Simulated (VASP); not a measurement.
A run of VASP 6.6.1 is set up as follows.

Contents of INCAR:

```
SYSTEM = ZrTi3C4
PREC     = Accurate       ! precision mode
ENCUT    = 520            ! plane-wave cutoff, eV
EDIFF    = 1E-6           ! SCF threshold, eV
ISMEAR   = 0              ! smearing method
SIGMA    = 0.1            ! smearing width, eV
LREAL    = .FALSE.        ! projectors in reciprocal space
LASPH    = .TRUE.         ! aspherical terms in the spheres
NELM     = 60             ! most SCF steps
ALGO     = Normal         ! electronic algorithm
ISIF     = 2              ! what is computed and relaxed
LWAVE    = .FALSE.        ! write WAVECAR
LCHARG   = .FALSE.        ! write CHGCAR
GGA      = PE             ! functional
NBANDS   = 42             ! bands
```

File KPOINTS:

```
regular mesh
0
G
  8 8 8
  0 0 0
```

POSCAR

```
ZrTi3C4
1.0
    4.4440955529      0.0000000000      0.0000000000
    0.0000000000      4.4440955529      0.0000000000
    0.0000000000      0.0000000000      4.4440955529
Zr Ti C
1 3 4
Direct
    0.0000000000      0.0000000000      0.0000000000
    0.5000000000      0.0000000000      0.5000000000
    0.5000000000      0.5000000000      0.0000000000
    0.0000000000      0.5000000000      0.5000000000
    0.0000000000      0.5000000000      0.0000000000
    0.5000000000      0.5000000000      0.5000000000
    0.0000000000      0.0000000000      0.5000000000
    0.5000000000      0.0000000000      0.0000000000
```

Potentials or basis: VASP PAW PBE potentials, release 64 (Zr_sv, Ti_sv, C).

Run with:

```sh
$ cat potpaw_PBE.64/Zr_sv/POTCAR potpaw_PBE.64/Ti_sv/POTCAR potpaw_PBE.64/C/POTCAR > POTCAR
$ mpirun -np 1 vasp_std > vasp.out
```

(1) Estimate the pressure.

(2) What does it give for the band gap on the k mesh?

Results:

(1) 0.3 GPa.

(2) zero (bands 32 and 33 overlap by 0.66 eV).
